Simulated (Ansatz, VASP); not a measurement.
# MoS2: VASP beside Ansatz

File INCAR:

```
PREC = Accurate ; ENCUT = 520
EDIFF = 1E-8 ; ISMEAR = -1
SIGMA = 0.03 ; LREAL = F
LASPH = T ; NELM = 60
ALGO = Normal ; ISIF = 2
LWAVE = F ; LCHARG = F
GGA = PE ; LEFG = T
NBANDS = 35
```

KPOINTS

```
Automatic mesh
0
Gamma
  6 6 10
```

Contents of POSCAR:

```
MoS2
1.0
    5.7553207414      0.0000000000      0.0000000000
    0.0000000000      5.7553207414      0.0000000000
    0.0000000000      0.0000000000      3.1667370304
Mo S
2 4
Direct
    0.0000000000      0.0000000000      0.0000000000
    0.5000000000      0.5000000000      0.5000000000
    0.2870085415      0.2870085415      0.0000000000
    0.7129914585      0.7129914585      0.0000000000
    0.7870085415      0.2129914585      0.5000000000
    0.2129914585      0.7870085415      0.5000000000
```

Input for Ansatz:

```yaml
crystal:
  lattice:
    - [5.7553207414, 0.0, 0.0]
    - [0.0, 5.7553207414, 0.0]
    - [0.0, 0.0, 3.1667370304]
  atoms:
    - { symbol: Mo, position: [0.0, 0.0, 0.0] }
    - { symbol: Mo, position: [0.5, 0.5, 0.5] }
    - { symbol: S, position: [0.2870085415, 0.2870085415, 0.0] }
    - { symbol: S, position: [0.7129914585, 0.7129914585, 0.0] }
    - { symbol: S, position: [0.7870085415, 0.2129914585, 0.5] }
    - { symbol: S, position: [0.2129914585, 0.7870085415, 0.5] }
kpoints:
  mp_grid: { grid: [6, 6, 10] }
scf:
  occupations: { method: fermi_dirac, width: 0.03 }
hamiltonian:
  xc: pbe
  pseudopotentials: { kind: all_electron, datasets: crystal }
output:
  forces: true
  stress: true
  eigenvalues: true
  efg: { contact_densities: true }
```

Change from the starting cell: volume scaled by 0.9405, crystal datasets.

Alike in both runs: task electric field gradients; functional PBE; k mesh 6 × 6 × 10; occupations fermi-dirac, width 0.03 eV; no spin polarisation.

|  | VASP | Ansatz |
| --- | --- | --- |
| version | VASP 6.6.1 | Ansatz 0.2.0 |
| potentials or method | VASP PAW PBE potentials, release 64 (Mo_sv, S), cutoff 520 eV | all-electron PAW with datasets made for the crystal, scalar-relativistic |

```tsv
	VASP	Ansatz	Ansatz less VASP
pressure (GPa)	9.5	9.6	+0.08
traceless stress, the component that is largest in VASP (GPa)	-0.41	-0.37	+0.040
rms of the force components (eV/Å)	0.143	0.143	0.0000
size of Vzz on the site where it differs most (V/Å²)	66.0	63.0	-2.99
```

Atom by atom the forces differ by 0.000 eV/Å (rms over components). Ansatz ran all-electron here, and VASP with PAW potentials.
